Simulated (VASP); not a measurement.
Input of a VASP 6.6.1 run:

INCAR

```
SYSTEM = LiCl
ALGO = Normal
EDIFF = 1E-6
ENCUT = 520
GGA = PE
ISIF = 2
ISMEAR = -1
LASPH = .TRUE.
LCHARG = .FALSE.
LREAL = .FALSE.
LWAVE = .FALSE.
NBANDS = 12
NELM = 80
PREC = Accurate
SIGMA = 0.02
```

KPOINTS

```
k-points
0
G
  8 8 8
  0 0 0
```

The input POSCAR:

```
LiCl
1.0
    0.0000000000      2.6327181046      2.6327181046
    2.6327181046      0.0000000000      2.6327181046
    2.6327181046      2.6327181046      0.0000000000
Li Cl
1 1
Direct
    0.0000000000      0.0000000000      0.0000000000
    0.5000000000      0.5000000000      0.5000000000
```

Potentials or basis: VASP PAW PBE potentials, release 64 (Li_sv, Cl).

The run is started by

```bash
$ cat potpaw_PBE.64/Li_sv/POTCAR potpaw_PBE.64/Cl/POTCAR > POTCAR
$ mpirun -np 1 vasp_std > vasp.out
```

Q: Predict the band gap on the k mesh.

A: 5.92 eV, direct.

Caveat: the cell differs from its parent crystal (strain +3.0%). A k mesh can miss the band edges.
